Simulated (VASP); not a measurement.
Wanted: the native input for a VASP 6.6.1 run.

```yaml
Task: single point
Functional: PBEsol
Potentials_or_basis: VASP PAW PBE potentials, release 64 (Ta_pv, N)
Cutoff: 520 eV
k_mesh: 18 × 18 × 18
Occupations: gaussian, width 0.15 eV
Spin: no spin polarisation
Dipole_correction: no
Further_INCAR_settings: ALGO = Normal; EDIFF = 1e-06; NBANDS = 15
```

The structure of TaN lies in POSCAR:

```
TaN
1.0
    0.0000000000      2.0700500000      2.1245250000
    2.0700500000      0.0000000000      2.1245250000
    2.0700500000      2.0700500000      0.0000000000
Ta N
1 1
Direct
    0.5000000000      0.5000000000      0.5000000000
    0.0000000000      0.0000000000      0.0000000000
```

This cell differs from its parent crystal: strain -0.050 along x and y, -0.025 along z.

One way to write it, as run:

INCAR

```
SYSTEM = TaN
PREC = Accurate
ENCUT = 520
EDIFF = 1E-6
ISMEAR = 0
SIGMA = 0.15
LREAL = .FALSE.
LASPH = .TRUE.
NELM = 100
ALGO = Normal
ISIF = 2
LWAVE = .FALSE.
LCHARG = .FALSE.
GGA = PS
NBANDS = 15
```

KPOINTS

```
regular mesh
0
G
  18 18 18
  0 0 0
```

Potentials or basis: VASP PAW PBE potentials, release 64 (Ta_pv, N).

Run with:

```bash
$ cat potpaw_PBE.64/Ta_pv/POTCAR potpaw_PBE.64/N/POTCAR > POTCAR
$ mpirun -np 1 vasp_std > vasp.out
```

It gave:

| Quantity | Value |
| --- | --- |
| Pressure | 70.9 GPa |
| Band gap on the k mesh | zero (band 8 reaches 13.54 eV, above the bottom of band 9 at 8.73 eV) |

Caveat: the cell differs from its parent crystal (strain -0.050 along x and y, -0.025 along z); the PAW data sets were made with another functional, which shifts forces and pressure a little; spin-orbit coupling is left out, which moves the levels of the heavy elements.

Wall time 82 s on 1 thread of AMD EPYC 9R45 96-Core Processor (Zen 5), on a shared host, peak memory 0.23 GiB.
